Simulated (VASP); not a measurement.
The system is CoSi2.

```
Co Si
1.0
     0.00000    2.67800    2.67800
     2.67800    0.00000    2.67800
     2.67800    2.67800    0.00000
Co Si
1 2
Direct
  0.00000 0.00000 0.00000
  0.25000 0.25000 0.25000
  0.75000 0.75000 0.75000
```

Base run:

| Quantity | Value |
| --- | --- |
| Program | VASP 6.6.1 |
| Functional | PBE |
| Potentials or basis | VASP PAW PBE potentials, release 64 (Co, Si) |
| Cutoff | 520 eV |
| k mesh | 11 × 11 × 11 |
| Occupations | fermi-dirac, width 0.05 eV |
| Spin | collinear spin, ferromagnetic start |
| Starting moments | [1.57, 0.25, 0.25] μB |
| Fixed moment | 2.5 μB |

Its results: pressure 19.7 GPa; site moments Co +1.53; Si +0.21 μB.

Task: The run is repeated on the same cell with these changes: fixed moment from 2.5 μB to 0.5 μB; moments at the start from [1.57, 0.25, 0.25] to [0.31, 0.04, 0.04]. What comes out?

Result: Pressure 1.1 GPa; site moments Co +0.32; Si +0.03 μB.

Caveats: the total moment is fixed, so each spin has its own Fermi level and the state may be an excited one; the cell stands under pressure (at least some runs).
